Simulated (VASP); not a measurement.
# Be2H3 (P-3m1) in VASP: further runs, part 2 of 2

VASP 6.6.1. The steps go on from the part before.

### 3 Relaxation of cell and atoms, PBE

This run uses another cell than the first one, of 6.53 Å³/atom.

INCAR reads:

```
SYSTEM = Be2H3
ALGO = Normal
EDIFF = 1E-7
EDIFFG = -0.04
ENCUT = 1230
GGA = PE
GGA_COMPAT = .FALSE.
IBRION = 2
ISIF = 3
ISMEAR = 0
LASPH = .TRUE.
LCHARG = .FALSE.
LREAL = .FALSE.
LWAVE = .FALSE.
NELM = 120
NELMIN = 4
NSW = 90
PREC = Accurate
SIGMA = 0.1
```

KPOINTS reads:

```
k-points
0
G
  6 6 4
  0 0 0
```

POSCAR reads:

```
Be2H3
1.0
    2.8932736175      0.0000000000      0.0000000000
   -1.4466368088      2.5056484529      0.0000000000
    0.0000000000      0.0000000000      4.5014637755
Be H
2 3
Direct
    0.3333333333      0.6666666667      0.2450000000
    0.6666666667      0.3333333333      0.7550000000
    0.0000000000      0.0000000000      0.0000000000
    0.3333333333      0.6666666667      0.6450000000
    0.6666666667      0.3333333333      0.3550000000
```

Potentials or basis: VASP PAW PBE potentials, release 64 (Be, H_h).

Command:

```sh
$ cat potpaw_PBE.64/Be/POTCAR potpaw_PBE.64/H_h/POTCAR > POTCAR
$ mpirun -np 1 vasp_std > vasp.out
```

Run time: 3.5 min. Hardware: 1 thread of AMD EPYC 9R45 (Zen 5), shared host; peak memory 0.24 GiB.

It converged, with:

```yaml
Free_energy: -15.6780 eV
Relaxed_volume: 5.93 Å³/atom
Relaxed_cell: a = 2.466 Å, b = 2.466 Å, c = 5.626 Å, α = 90.00°, β = 90.00°, γ = 120.00°
Space_group_after_relaxing_to_0.1_Å: P-3m1 (No. 164)
Energy_gained_by_relaxing: 152.1 meV/atom
Ionic_steps: 25
Pressure_after_relaxing: 0.2 GPa
Largest_force_after_relaxing: 0.035 eV/Å
Band_gap_on_the_k_mesh: zero (an odd number of electrons rules out a gap without spin polarisation)
```

Forces on the atoms (eV/Å):
```
Be   0.000  0.000 -0.035
Be   0.000  0.000  0.035
H    0.000  0.000  0.000
H    0.000  0.000  0.009
H    0.000  0.000 -0.009
```

Stress tensor (GPa, compression positive):
```
-0.02  0.00  0.00
 0.00 -0.02  0.00
 0.00  0.00  0.67
```

Step by step:
| step | energy change (eV) | largest force (eV/Å) | pressure (GPa) | volume (Å³) |
| --- | --- | --- | --- | --- |
| 1 | 0.0000 | 0.2964 | -12.55 | 32.63 |
| 2 | -0.2232 | 0.1819 | -8.11 | 30.27 |
| 3 | -0.3663 | 0.1392 | -0.62 | 27.56 |
| 4 | -0.3795 | 0.1210 | 3.15 | 26.51 |
| 5 | -0.4132 | 0.2104 | 2.83 | 26.70 |
| 6 | -0.4750 | 0.5103 | 2.85 | 27.17 |
| 7 | -0.4512 | 0.9512 | 6.06 | 27.81 |
| 8 | -0.4868 | 0.7239 | 3.66 | 27.47 |
| 9 | -0.5179 | 0.7395 | 2.84 | 27.83 |
| 10 | -0.5962 | 0.6496 | 0.34 | 28.89 |
| 11 | -0.6650 | 0.3105 | -4.08 | 30.96 |
| 12 | -0.6673 | 0.3834 | -2.99 | 30.37 |
| 13 | -0.6684 | 0.3672 | -3.22 | 30.49 |
| 14 | -0.6938 | 0.2752 | -2.23 | 30.04 |
| 15 | -0.7293 | 0.2301 | 1.24 | 28.83 |
| 16 | -0.5630 | 0.9539 | 11.84 | 26.51 |
| 17 | -0.7315 | 0.2100 | 1.98 | 28.61 |
| 18 | -0.7319 | 0.1311 | 3.15 | 28.28 |
| 19 | -0.7388 | 0.2419 | 2.72 | 28.51 |
| 20 | -0.7406 | 0.1459 | 2.81 | 28.43 |
| 21 | -0.7542 | 0.1261 | 0.86 | 29.10 |
| 22 | -0.7575 | 0.1117 | -0.63 | 29.67 |
| 23 | -0.7594 | 0.0452 | -0.07 | 29.60 |
| 24 | -0.7597 | 0.0457 | 0.23 | 29.57 |
| 25 | -0.7604 | 0.0349 | 0.21 | 29.63 |

Final structure:
```yaml
crystal:
  lattice:
    - [2.46610, 0.00000, 0.00000]
    - [-1.23305, 2.13571, 0.00000]
    - [0.00000, 0.00000, 5.62629]
  atoms:
    - { symbol: Be, position: [0.33333, 0.66667, 0.19186] }
    - { symbol: Be, position: [0.66667, 0.33333, 0.80814] }
    - { symbol: H, position: [0.00000, 0.00000, 0.00000] }
    - { symbol: H, position: [0.33333, 0.66667, 0.67672] }
    - { symbol: H, position: [0.66667, 0.33333, 0.32328] }
```

Levels at points of the mesh, in eV from the Fermi level:
| k point | band 1 | band 2 | band 3 | band 4 | band 5 | band 6 | band 7 |
| --- | --- | --- | --- | --- | --- | --- | --- |
| (0.00, 0.00, 0.00) | -13.91 | -9.93 | -9.24 | 3.53 | 6.26 | 11.78 | 11.78 |
| (0.50, 0.00, 0.00) | -8.83 | -7.45 | -4.15 | -0.88 | -0.71 | 1.10 | 6.42 |
| (0.00, 0.00, 0.50) | -13.58 | -11.65 | -7.01 | 0.11 | 11.76 | 11.88 | 11.88 |
| (0.50, 0.00, 0.50) | -8.84 | -7.16 | -5.08 | -1.44 | 0.94 | 2.50 | 6.18 |

Caveat: the k points lie up to 0.49 Å⁻¹ apart in the final cell, too coarse for converged energies and pressures of a metal; a cell axis changed by over 15 % at a fixed basis, so the end point is rough; an odd number of electrons without spin polarisation forces a metal; a magnetic or distorted state may lie lower.

### 4 Single point, PBE

This run uses another cell than the first one, of 6.03 Å³/atom.

INCAR reads:

```
SYSTEM = Be2H3
PREC = Accurate
ENCUT = 520
EDIFF = 1E-7
ISMEAR = 0
SIGMA = 0.1
LREAL = .False.
LASPH = .True.
NELM = 100
ALGO = Normal
ISIF = 2
LWAVE = .False.
LCHARG = .False.
GGA = PE
NBANDS = 12
```

KPOINTS reads:

```
Automatic mesh
0
Gamma
  18 18 8
  0 0 0
```

POSCAR reads:

```
Be2H3
1.0
    2.4746747110      0.0000000000      0.0000000000
   -1.2373373555      2.1431311659      0.0000000000
    0.0000000000      0.0000000000      5.6858629711
Be H
2 3
Direct
    0.3333333333      0.6666666667      0.1924459711
    0.6666666667      0.3333333333      0.8075540289
    0.0000000000      0.0000000000      0.0000000000
    0.3333333333      0.6666666667      0.6819537018
    0.6666666667      0.3333333333      0.3180462982
```

Potentials or basis: VASP PAW PBE potentials, release 64 (Be, H).

Command:

```sh
$ cat potpaw_PBE.64/Be/POTCAR potpaw_PBE.64/H/POTCAR > POTCAR
$ mpirun -np 1 vasp_std > vasp.out
```

Run time: 98 s. Hardware: 1 thread of Oxide Virtual Turin-like, shared host; peak memory 0.17 GiB.

The run converged. Its results:

```yaml
Free_energy: -15.6877 eV
Pressure: -0.1 GPa
Largest_force: 0.006 eV/Å
Band_gap_on_the_k_mesh: zero (an odd number of electrons rules out a gap without spin polarisation)
```

Forces in eV/Å, atoms in the order of the input:
```
Be   0.000  0.000 -0.004
Be   0.000  0.000  0.004
H    0.000  0.000  0.000
H    0.000  0.000 -0.006
H    0.000  0.000  0.006
```

Levels at points of the mesh, in eV from the Fermi level:
```
           k point  band 1  band 2  band 3  band 4  band 5  band 6
(0.00, 0.00, 0.00)  -13.74   -9.87   -8.98    3.47    6.14   11.77
(0.50, 0.00, 0.00)   -8.69   -7.35   -4.10   -0.78   -0.55    1.26
(0.00, 0.00, 0.50)  -13.44  -11.43   -6.92    0.16   11.46   11.86
(0.50, 0.00, 0.50)   -8.70   -7.09   -4.93   -1.34    1.02    2.54
```

Caveat: an odd number of electrons without spin polarisation forces a metal; a magnetic or distorted state may lie lower.

### 5 Overview

| task | potentials or basis | cell | k mesh | cutoff (eV) | gap on the mesh (eV) | pressure (GPa) | relaxed volume (Å³/atom) | largest force (eV/Å) |
| --- | --- | --- | --- | --- | --- | --- | --- | --- |
| relaxation of cell and atoms | VASP PAW PBE potentials, release 64 (Be, H_h) | relaxed from a = 3.129, b = 3.129, c = 3.779 Å, angles 90.0, 90.0, 120.0°, 5 atoms, atomic positions A | 6 × 6 × 4 | 1230 | none | 0.1 | 5.91 | 0.03 |
| relaxation of cell and atoms | VASP PAW PBE potentials, release 64 (Be, H_h) | relaxed from a = 2.893, b = 2.893, c = 4.501 Å, angles 90.0, 90.0, 120.0°, 5 atoms, atomic positions B | 6 × 6 × 4 | 1230 | none | 0.2 | 5.93 | 0.03 |
| single point | VASP PAW PBE potentials, release 64 (Be, H) | a = 2.475, b = 2.475, c = 5.686 Å, angles 90.0, 90.0, 120.0°, 5 atoms, atomic positions C | 18 × 18 × 8 | 520 | none | -0.1 | - | 0.01 |

Alike in all rows: level PBE; no spin polarisation; smearing gaussian 0.1 eV.

Caveats: some runs use coarse meshes; an odd number of electrons without spin polarisation forces a metal; a magnetic or distorted state may lie lower; a cell axis changed by over 15 % at a fixed basis, so the end point is rough (at least some runs).

Absolute energies hang on the potentials; compare differences alone.
